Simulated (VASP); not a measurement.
# Na (Fm-3m) in VASP: a series of runs

Na is run at these levels: PBEsol; tasks: relaxation of cell and atoms.

Program: VASP 6.6.1. These are calculated values, not measurements. Logs are shortened: lines on timing, memory, paths and dates and some standing lists are left out, and cuts for length are marked.

## Step 1: The cell of the first run

It takes space group Fm-3m (No. 225, cubic). Conventional cell: a = 5.390 Å, b = 5.390 Å, c = 5.390 Å, α = 90.00°, β = 90.00°, γ = 90.00°. Na (site symmetry m-3m) has 12 Na at 3.81 Å within 5.0 Å.

This isn't the form of Na at room conditions, which is bcc.

## Step 2: Relaxation of cell and atoms, PBEsol, target pressure 20 GPa, at which the enthalpy is minimised

Input file INCAR:

```
SYSTEM = Na
  ALGO = Normal
  EDIFF = 1E-7
  EDIFFG = -0.02
  ENCUT = 500
  GGA = PS
  GGA_COMPAT = .False.
  IBRION = 2
  ISIF = 3
  ISMEAR = -1
  LASPH = .True.
  LCHARG = .False.
  LREAL = .False.
  LWAVE = .False.
  NELM = 120
  NELMIN = 4
  NSW = 80
  PREC = Accurate
  PSTRESS = 200.0
  SIGMA = 0.05
```

Input file KPOINTS:

```
k-points
0
Gamma
  15 15 15
  0 0 0
```

Input file POSCAR:

```
Na
1.0
    0.0000000000      2.6950000000      2.6950000000
    2.6950000000      0.0000000000      2.6950000000
    2.6950000000      2.6950000000      0.0000000000
Na
1
Direct
    0.0000000000      0.0000000000      0.0000000000
```

Potentials or basis: VASP PAW PBE potentials, release 64 (Na_pv).

Command:

```bash
cat potpaw_PBE.64/Na_pv/POTCAR > POTCAR
mpirun -np 1 vasp_std > vasp.out
```

OUTCAR:

```text
SYSTEM = Na
   EDIFF = 1E-7
   EDIFFG = -0.02
   ENCUT = 500
   GGA = PS
   IBRION = 2
   ISIF = 3
   ISMEAR = -1
   LASPH = .True.
   LREAL = .False.
   NELM = 120
   NELMIN = 4
   NSW = 80
   PREC = Accurate
   PSTRESS = 200.0

 ion  position               nearest neighbor table
   1  0.000  0.000  0.000-

  LATTYP: Found a face centered cubic cell.
 ALAT       =     5.3900000000

  Lattice vectors:

 A1 = (   0.0000000000,   2.6950000000,   2.6950000000)
 A2 = (   2.6950000000,   0.0000000000,   2.6950000000)
 A3 = (   2.6950000000,   2.6950000000,   0.0000000000)

Analysis of symmetry for initial positions (statically):
=====================================================================
 Subroutine PRICEL returns:
 Original cell was already a primitive cell.

 Routine SETGRP: Setting up the symmetry group for a
 face centered cubic supercell.

 Subroutine GETGRP returns: Found 48 space group operations
 (whereof 48 operations were pure point group operations)
 out of a pool of 48 trial point group operations.

The static configuration has the point symmetry O_h .

Analysis of symmetry for dynamics (positions and initial velocities):
=====================================================================
 Subroutine PRICEL returns:
 Original cell was already a primitive cell.

 Routine SETGRP: Setting up the symmetry group for a
 face centered cubic supercell.

 Subroutine GETGRP returns: Found 48 space group operations
 (whereof 48 operations were pure point group operations)
 out of a pool of 48 trial point group operations.

The dynamic configuration has the point symmetry O_h .

 Subroutine INISYM returns: Found 48 space group operations
 (whereof 48 operations are pure point group operations),
 and found     1 'primitive' translations

----------------------------------------------------------------------------------------

                                     Primitive cell

  volume of cell :      39.1477

  direct lattice vectors                    reciprocal lattice vectors
     0.000000000  2.695000000  2.695000000    -0.185528757  0.185528757  0.185528757
     2.695000000  0.000000000  2.695000000     0.185528757 -0.185528757  0.185528757
     2.695000000  2.695000000  0.000000000     0.185528757  0.185528757 -0.185528757

  length of vectors
     3.811305551  3.811305551  3.811305551     0.321345233  0.321345233  0.321345233

  position of ions in fractional coordinates (direct lattice)
     0.000000000  0.000000000  0.000000000

  ion indices of the primitive-cell ions
   primitive index   ion index
                 1           1

----------------------------------------------------------------------------------------

 KPOINTS: k-points

Automatic generation of k-mesh.
 Grid dimensions read from file:
 generate k-points for:   15   15   15

 Generating k-lattice:

  Cartesian coordinates                     Fractional coordinates (reciprocal lattice)
    -0.012368584  0.012368584  0.012368584     0.066666667  0.000000000  0.000000000
     0.012368584 -0.012368584  0.012368584     0.000000000  0.066666667  0.000000000
     0.012368584  0.012368584 -0.012368584     0.000000000  0.000000000  0.066666667

  Length of vectors
     0.021423016  0.021423016  0.021423016

  Shift w.r.t. Gamma in fractional coordinates (k-lattice)
     0.000000000  0.000000000  0.000000000

 Subroutine IBZKPT returns following result:
 ===========================================

 Found    120 irreducible k-points:

 Following reciprocal coordinates:
            Coordinates               Weight
  0.000000  0.000000  0.000000      1.000000
  0.066667  0.000000  0.000000      8.000000
  0.133333  0.000000  0.000000      8.000000
  0.200000  0.000000  0.000000      8.000000
  0.266667  0.000000  0.000000      8.000000
  0.333333  0.000000  0.000000      8.000000
[... 16 lines left out ...]
  0.133333  0.133333  0.000000      6.000000
  0.200000  0.133333  0.000000     24.000000
 [... further k-points ...]
   k-points           NKPTS =    120   k-points in BZ     NKDIM =    120   number of bands    NBANDS=      7
   number of dos      NEDOS =    301   number of ions     NIONS =      1
   total plane-waves  NPLWV =  21952
   dimension x,y,z NGX =    28 NGY =   28 NGZ =   28
   dimension x,y,z NGXF=    56 NGYF=   56 NGZF=   56
   ions per type =               1
   NGX,Y,Z   is equivalent  to a cutoff of  12.21, 12.21, 12.21 a.u.
   NGXF,Y,Z  is equivalent  to a cutoff of  24.43, 24.43, 24.43 a.u.
 SYSTEM =  Na
   PREC   = accura    normal or accurate (medium, high low for compatibility)
   ISTART =      0    job   : 0-new  1-cont  2-samecut
   ICHARG =      2    charge: 1-file 2-atom 10-const
   ISPIN  =      1    spin polarized calculation?
   LNONCOLLINEAR =      F non collinear calculations
   LSORBIT =      F    spin-orbit coupling
   LASPH  =      T    aspherical Exc in radial PAW
   ENCUT  =  500.0 eV  36.75 Ry    6.06 a.u.   6.95  6.95  6.95*2*pi/ulx,y,z
   NELM   =    120;   NELMIN=  4; NELMDL= -5     # of ELM steps
   EDIFF  = 0.1E-06   stopping-criterion for ELM
   LREAL  =      F    real-space projection
   EDIFFG = -.2E-01   stopping-criterion for IOM
   NSW    =     80    number of steps for IOM
   IBRION =      2    ionic relax: 0-MD 1-quasi-New 2-CG
   NFREE  =      1    steps in history (QN), initial steepest desc. (CG)
   ISIF   =      3    stress and relaxation
   ISYM   =      2    0-nonsym 1-usesym 2-fastsym
   POTIM  = 0.5000    time-step for ionic-motion
   TEBEG  =    0.0;   TEEND  =   0.0 temperature during run
   PSTRESS=  200.0 pullay stress
   NELECT =       7.0000    total number of electrons
   NUPDOWN=      -1.0000    fix difference up-down
   EMIN   =  10.00;   EMAX   =-10.00  energy-range for DOS
   EFERMI =   0.00;   METHOD = LEGACY
   ISMEAR =    -1;   SIGMA  =   0.05  broadening in eV -4-tet -1-fermi 0-gaus
   EFERMI_NEDOS =   21; number of points for ismear=-14 and -15
   IALGO  =     38    algorithm
   IMIX   =      4    mixing-type and parameters
     AMIX     =   0.40;   BMIX     =  1.00
     AMIX_MAG =   1.60;   BMIX_MAG =  1.00
  volume/ion in A,a.u.               =      39.15       264.18
  Fermi-wavevector in a.u.,A,eV,Ry     =   0.922300  1.742894 11.573616  0.850637
  Thomas-Fermi vector in A             =   2.047811
   LORBIT       =      0    0 simple, 1 ext, 2 COOP (PROOUT), +10 PAW based schemes
   GGA     = PS    functional components
   LHFCALC =     F    Hartree Fock is set to
   AEXX    =    0.0000 exact exchange contribution
   IVDW    =     0    specifies the selected vdW correction
   LEPSILON=     F    determine dielectric tensor
   LRPA    =     F    only Hartree local field effects (RPA)
 conjugate gradient relaxation of ions
 non-spin polarized calculation
  energy-cutoff  :      500.00
  volume of cell :       39.15
 maximum number of plane-waves:      1018
   NGX = 13   NGY = 13   NGZ = 13

--------------------------------------- Ionic step        1  -------------------------------------------

 number of electron       6.9999996 magnetization

 Free energy of the ion-electron system (eV)
  ---------------------------------------------------
  ext. energy  EPLUGINS =         0.00000000
  ---------------------------------------------------
  free energy    TOTEN  =        -1.39613173 eV

  energy without entropy =       -1.39147948  energy(sigma->0) =       -1.39380561

------------------------ aborting loop because EDIFF is reached ----------------------------------------

  FORCE on cell =-STRESS in cart. coord.  units (eV):
  Direction    XX          YY          ZZ          XY          YZ          ZX
  --------------------------------------------------------------------------------------
  -------------------------------------------------------------------------------------
  Total       -0.1264107     -0.1264107     -0.1264107      0.0000000      0.0000000     -0.0000000
  in kB       -5.1735440     -5.1735440     -5.1735440      0.0000000      0.0000000     -0.0000000
  external PRESSURE =    -205.1735440 kB  Pullay stress =     200.0000000 kB
[... 22 lines left out ...]
  enthalpy is  TOTEN    =         3.4906812392 eV   P V=        4.8868129660

--------------------------------------- Ionic step        2  -------------------------------------------

 number of electron       7.0000000 magnetization

 E-fermi :   3.8330     XC(G=0):  -9.0074

 val. band max:        3.8013333685   @ k =  -0.2000   0.3333   0.1333
 cond. band min:       3.9002804423   @ k =  -0.3333   0.2000   0.0667
 fundamental gap:      0.0989470738
 Fermi energy:         3.8330399413

 k-point     1 :       0.0000    0.0000    0.0000
  band No.  band energies     occupation
      1     -20.9968      2.00000
      2     -20.9968      2.00000
      3     -20.9968      2.00000
      4      -1.5579      2.00000
      5      20.3688      0.00000
      6      20.3688      0.00000
      7      20.3688      0.00000
[... 295 lines left out ...]
  FREE ENERGIE OF THE ION-ELECTRON SYSTEM (eV)
  ---------------------------------------------------
  free  energy   TOTEN  =        -0.7434948523 eV

  energy  without entropy=       -0.7404527568  energy(sigma->0) =       -0.74197380

  enthalpy is  TOTEN    =         1.5104782994 eV   P V=        2.2539731517

[... ionic steps 4 to 13 ...]

--------------------------------------- Ionic step       14  -------------------------------------------

 number of electron       7.0000000 magnetization

------------------------ aborting loop because EDIFF is reached ----------------------------------------

  FORCE on cell =-STRESS in cart. coord.  units (eV):
  Direction    XX          YY          ZZ          XY          YZ          ZX
  --------------------------------------------------------------------------------------
  -------------------------------------------------------------------------------------
  Total        2.2222320      2.2222320      2.2222320     -0.0000000      0.0000000     -0.0000000
  in kB      194.6010586    194.6010586    194.6010586     -0.0000000      0.0000000     -0.0000000
  external PRESSURE =      -5.3989414 kB  Pullay stress =     200.0000000 kB
[... 59 lines left out ...]
  enthalpy is  TOTEN    =         1.5104890789 eV   P V=        2.2761518811

--------------------------------------- Ionic step       16  -------------------------------------------

 number of electron       6.9999999 magnetization

 Free energy of the ion-electron system (eV)
  ---------------------------------------------------
  ext. energy  EPLUGINS =         0.00000000
  ---------------------------------------------------
  free energy    TOTEN  =        -0.75033405 eV

  energy without entropy =       -0.74728730  energy(sigma->0) =       -0.74881067

 E-fermi :   3.4342     XC(G=0):  -8.7774

 val. band max:        3.4046563398   @ k =  -0.2000   0.3333   0.1333
 cond. band min:       3.4995966639   @ k =  -0.3333   0.2000   0.0667
 fundamental gap:      0.0949403241
 Fermi energy:         3.4342455818

 k-point     1 :       0.0000    0.0000    0.0000
  band No.  band energies     occupation
      1     -21.3236      2.00000
      2     -21.3236      2.00000
      3     -21.3236      2.00000
      4      -1.7558      2.00000
      5      19.5081      0.00000
      6      19.5081      0.00000
      7      19.5081      0.00000
[... 258 lines left out ...]
  FREE ENERGIE OF THE ION-ELECTRON SYSTEM (eV)
  ---------------------------------------------------
  free  energy   TOTEN  =        -0.7503340450 eV

  energy  without entropy=       -0.7472873035  energy(sigma->0) =       -0.74881067

  enthalpy is  TOTEN    =         1.5104043860 eV   P V=        2.2607384310

 reached required accuracy - stopping structural energy minimisation
```

Wall time 3.4 min (1 thread of Intel Xeon Platinum 8259CL at 2.50GHz (Skylake/Cascade Lake), shared host); peak memory 0.16 GiB.

Results:

| Item | Value |
| --- | --- |
| Free energy | -0.7503 eV |
| Relaxed volume | 18.11 Å³/atom |
| Relaxed cell | a = 2.948 Å, b = 2.948 Å, c = 2.948 Å, α = 60.00°, β = 60.00°, γ = 60.00° |
| Space group after relaxing (to 0.1 Å) | Fm-3m (No. 225) |
| Energy change on relaxing (the run minimises the enthalpy) | +645.8 meV/atom |
| Ionic steps | 16 |
| Pressure after relaxing | 20.1 GPa |
| Band gap on the k mesh | zero (an odd number of electrons rules out a gap without spin polarisation) |

The path:
```
step  energy change (eV)  largest force (eV/Å)  pressure (GPa)  volume (Å³)
   1              0.0000                0.0000           -0.52        39.15
   2              0.7915                0.0000           24.49        17.06
   3              0.6526                0.0000           20.34        18.06
   4              0.6131                0.0000           19.16        18.38
   5              0.6137                0.0000           19.18        18.37
   6              0.6155                0.0000           19.23        18.36
   7              0.6155                0.0000           19.22        18.36
   8              0.6155                0.0000           19.23        18.36
   9              0.6157                0.0000           19.23        18.36
  10              0.6159                0.0000           19.24        18.35
  11              0.6164                0.0000           19.25        18.35
  12              0.6173                0.0000           19.28        18.34
  13              0.6192                0.0000           19.34        18.33
  14              0.6229                0.0000           19.46        18.30
  15              0.6305                0.0000           19.70        18.23
  16              0.6458                0.0000           20.12        18.11
```

Final structure:
```
Na
1.0
     0.00000    2.08433    2.08433
     2.08433    0.00000    2.08433
     2.08433    2.08433    0.00000
Na
1
Direct
  0.00000 0.00000 0.00000
```

Caveat: the cell is relaxed towards a set pressure, so the run minimises the enthalpy, not the energy; the volume moved by over 15 % at a fixed basis, so the end points are rough; the PAW data sets were made with another functional, which shifts forces and pressure a little.

## Step 3: Relaxation of cell and atoms, PBEsol, target pressure 30 GPa, at which the enthalpy is minimised

Input file INCAR:

```
SYSTEM = Na
PREC = Accurate
ENCUT = 500
EDIFF = 1E-7
ISMEAR = -1
SIGMA = 0.05
LREAL = .FALSE.
LASPH = .TRUE.
NELM = 120
ALGO = Normal
ISIF = 3
LWAVE = .FALSE.
LCHARG = .FALSE.
GGA = PS
IBRION = 2
NSW = 80
EDIFFG = -0.02
PSTRESS = 300.0
GGA_COMPAT = .FALSE.
NELMIN = 4
```

Input file KPOINTS:

```
regular mesh
0
G
  15 15 15
  0 0 0
```

POSCAR is that of step 2.

Potentials or basis: VASP PAW PBE potentials, release 64 (Na_pv).

Command:

```bash
cat potpaw_PBE.64/Na_pv/POTCAR > POTCAR
mpirun -np 1 vasp_std > vasp.out
```

Wall time 1.9 min (1 thread of Intel Xeon Platinum 8259CL at 2.50GHz (Skylake/Cascade Lake), shared host); peak memory 0.17 GiB.

It converged, with:

```yaml
Free_energy: -0.4263 eV
Relaxed_volume: 16.01 Å³/atom
Relaxed_cell: a = 2.829 Å, b = 2.829 Å, c = 2.829 Å, α = 60.00°, β = 60.00°, γ = 60.00°
Space_group_after_relaxing_to_0.1_Å: Fm-3m (No. 225)
Energy_change_on_relaxing_the_run_minimises_the_enthalpy: +969.8 meV/atom
Ionic_steps: 7
Pressure_after_relaxing: 30.0 GPa
Band_gap_on_the_k_mesh: zero (an odd number of electrons rules out a gap without spin polarisation)
```

Step by step:
| step | energy change (eV) | largest force (eV/Å) | pressure (GPa) | volume (Å³) |
| --- | --- | --- | --- | --- |
| 1 | 0.0000 | 0.0000 | -0.52 | 39.15 |
| 2 | 3.0990 | 0.0000 | 110.14 | 10.28 |
| 3 | 0.8653 | 0.0000 | 26.74 | 16.60 |
| 4 | 0.9435 | 0.0000 | 29.17 | 16.15 |
| 5 | 1.0057 | 0.0000 | 31.13 | 15.82 |
| 6 | 0.9598 | 0.0000 | 29.69 | 16.06 |
| 7 | 0.9698 | 0.0000 | 30.04 | 16.01 |

Final structure:
```xyz
1
Lattice="0.0000 2.0003 2.0003 2.0003 0.0000 2.0003 2.0003 2.0003 0.0000" Properties=species:S:1:pos:R:3 pbc="T T T"
Na    0.0000    0.0000    0.0000
```

Levels at points of the mesh, in eV from the Fermi level:
```tsv
k point	band 1	band 2	band 3	band 4	band 5	band 6	band 7
(0.00, 0.00, 0.00)	-24.92	-24.92	-24.92	-5.61	17.03	17.03	17.03
```

Caveat: the cell is relaxed towards a set pressure, so the run minimises the enthalpy, not the energy; the volume moved by over 15 % at a fixed basis, so the end points are rough; the PAW data sets were made with another functional, which shifts forces and pressure a little.
